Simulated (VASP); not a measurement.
Input of a VASP 6.6.1 run:

Contents of INCAR:

```
ALGO = Normal ; EDIFF = 1E-7
ENCUT = 520 ; GGA = RP
ISIF = 2 ; ISMEAR = 0
LASPH = T ; LCHARG = F
LREAL = F ; LWAVE = F
NBANDS = 26 ; NELM = 60
PREC = Accurate ; SIGMA = 0.01
```

File KPOINTS:

```
k-points
0
Gamma
  6 6 4
```

Contents of POSCAR:

```
CdSe
1.0
    4.3000000000      0.0000000000      0.0000000000
   -2.1500000000      3.7239092400      0.0000000000
    0.0000000000      0.0000000000      7.0200000000
Cd Se
2 2
Direct
    0.3333333333      0.6666666667      0.0000000000
    0.6666666667      0.3333333333      0.5000000000
    0.3333333333      0.6666666667      0.3850000000
    0.6666666667      0.3333333333      0.8850000000
```

Potentials or basis: VASP PAW PBE potentials, release 64 (Cd, Se).

Command:

```bash
$ cat potpaw_PBE.64/Cd/POTCAR potpaw_PBE.64/Se/POTCAR > POTCAR
$ mpirun -np 1 vasp_std > vasp.out
```

Problem. What does it give for the band gap on the k mesh?

Solution. 0.88 eV, direct.

Problem. Predict the pressure.

Solution. 5.3 GPa.

Problem. Predict the largest force.

Solution. 0.298 eV/Å.

Stress tensor (GPa, compression positive):
```
6.08 0.00 0.00
0.00 6.08 0.00
0.00 0.00 3.83
```

Caveat: the PAW data sets were made with another functional, which shifts forces and pressure a little. As with any semilocal functional, this RPBE gap is likely too small.
